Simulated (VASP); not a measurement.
Input of a VASP 6.6.1 run:

Contents of INCAR:

```
PREC = Accurate ; ENCUT = 600
EDIFF = 1E-6 ; ISMEAR = 0
SIGMA = 0.1 ; LREAL = False
LASPH = True ; NELM = 120
ALGO = Normal ; ISIF = 2
LWAVE = False ; LCHARG = True
GGA = PE ; LELF = True
LVHAR = True ; NBANDS = 41
GGA_COMPAT = False
```

KPOINTS

```
regular mesh
0
Gamma
  4 4 4
```

The input POSCAR:

```
Si5GeC6
1.0
    2.2094905258     -6.6255750826      0.0000000000
    2.2094905258      6.6255750826      0.0000000000
    0.0000000000      0.0000000000      4.4187499535
Si Ge C
5 1 6
Direct
    0.3318416817      0.6681583183      0.0000000000
    0.6681583183      0.3318416817      0.0000000000
    0.8324322653      0.1675677347      0.5000000000
    0.0000000000      0.0000000000      0.0000000000
    0.1675677347      0.8324322653      0.5000000000
    0.5000000000      0.5000000000      0.5000000000
    0.8443616810      0.6717939835      0.7584723809
    0.0000000000      0.5000000000      0.2525238667
    0.1556383190      0.3282060165      0.7584723809
    0.3282060165      0.1556383190      0.2415276191
    0.5000000000      0.0000000000      0.7474761333
    0.6717939835      0.8443616810      0.2415276191
```

Potentials or basis: VASP PAW PBE potentials, release 64 (Si, Ge_d, C).

The run is started by

```bash
$ cat potpaw_PBE.64/Si/POTCAR potpaw_PBE.64/Ge_d/POTCAR potpaw_PBE.64/C/POTCAR > POTCAR
$ mpirun -np 1 vasp_std > vasp.out
```

What does it give for the band gap on the k mesh?

1.47 eV (least direct gap 1.50 eV).

Predict the pressure.

-0.4 GPa.

Predict the largest force.

0.009 eV/Å.

Forces in eV/Å, atoms in the order of the input:
```
Si   0.000 -0.002  0.000
Si   0.000  0.002  0.000
Si   0.000  0.000  0.000
Si   0.000  0.000  0.000
Si   0.000  0.000  0.000
Ge   0.000  0.000  0.000
C   -0.006  0.004 -0.006
C    0.000  0.000  0.001
C    0.006 -0.004 -0.006
C    0.006  0.004  0.006
C    0.000  0.000 -0.001
C   -0.006 -0.004  0.006
```

A k mesh can miss the band edges.
